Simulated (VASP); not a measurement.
Crystal: Si4BW.

```
CELL_PARAMETERS angstrom
5.53393 0.00000 0.00000
0.00000 5.53393 0.00000
0.00000 0.00000 3.10154
ATOMIC_POSITIONS crystal
Si 0.25064 0.25064 0.00000
Si 0.74936 0.74936 0.00000
Si 0.74936 0.25064 0.00000
Si 0.25064 0.74936 0.00000
B 0.50000 0.50000 0.00000
W 0.00000 0.00000 0.50000
```

The cell was generated, and may not be a known phase.

```yaml
Program: VASP 6.6.1
Task: relaxation of cell and atoms
Functional: PBE
Potentials_or_basis: VASP PAW PBE potentials, release 64 (Si, B, W_sv)
Cutoff: 600 eV
k_mesh: 8 × 8 × 12
Occupations: gaussian, width 0.1 eV
Spin: no spin polarisation
```

At the start: pressure 0.1 GPa; volume 15.83 Å³/atom.

**Question.** How do energy, volume and symmetry change on relaxing?

**Answer.** Over 7 steps the energy falls by 2.6 meV/atom and the volume is 15.75 Å³/atom (-0.5 %); space group P4/mmm (No. 123, to 0.1 Å) before and after.

The path:
```
step  energy change (eV)  largest force (eV/Å)  pressure (GPa)  volume (Å³)
   1              0.0000                0.0632            0.14        94.98
   2             -0.0108                0.0656           -0.48        95.17
   3             -0.0128                0.0683           -0.79        95.26
   4             -0.0148                0.0269            0.48        94.15
   5             -0.0153                0.0392            0.10        94.49
   6             -0.0154                0.0162           -0.01        94.53
   7             -0.0155                0.0003            0.01        94.52
```

Final structure:
```
CELL_PARAMETERS angstrom
5.57067 0.00000 0.00000
0.00000 5.57067 0.00000
0.00000 0.00000 3.04590
ATOMIC_POSITIONS crystal
Si 0.25189 0.25189 0.00000
Si 0.74811 0.74811 0.00000
Si 0.74811 0.25189 0.00000
Si 0.25189 0.74811 0.00000
B 0.50000 0.50000 0.00000
W 0.00000 0.00000 0.50000
```
